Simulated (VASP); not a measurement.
Input of a VASP 6.6.1 run:

INCAR

```
SYSTEM = Mg3H
ALGO = Normal ; EDIFF = 1E-6
ENCUT = 520 ; GGA = PE
ISIF = 2 ; ISMEAR = 0
LASPH = .True. ; LCHARG = .False.
LREAL = .False. ; LWAVE = .False.
NBANDS = 17 ; NELM = 60
PREC = Accurate ; SIGMA = 0.1
```

Contents of KPOINTS:

```
k-points
0
Gamma
  6 6 4
  0 0 0
```

POSCAR

```
Mg3H
1.0
    5.8965056638      0.0000000000      0.0000000000
   -2.9482528319      5.1065236984      0.0000000000
    0.0000000000      0.0000000000      5.2545872692
Mg H
6 2
Direct
    0.8310188846      0.6620377692      0.2500000000
    0.1689811154      0.8310188846      0.7500000000
    0.3379622308      0.1689811154      0.2500000000
    0.1689811154      0.3379622308      0.7500000000
    0.8310188846      0.1689811154      0.2500000000
    0.6620377692      0.8310188846      0.7500000000
    0.3333333333      0.6666666667      0.2500000000
    0.6666666667      0.3333333333      0.7500000000
```

Potentials or basis: VASP PAW PBE potentials, release 64 (Mg, H).

The run is started by

```sh
$ cat potpaw_PBE.64/Mg/POTCAR potpaw_PBE.64/H/POTCAR > POTCAR
$ mpirun -np 1 vasp_std > vasp.out
```

(1) Estimate the largest force.

(2) What does it give for the pressure?

Results:

(1) 0.005 eV/Å.

(2) 0.1 GPa.
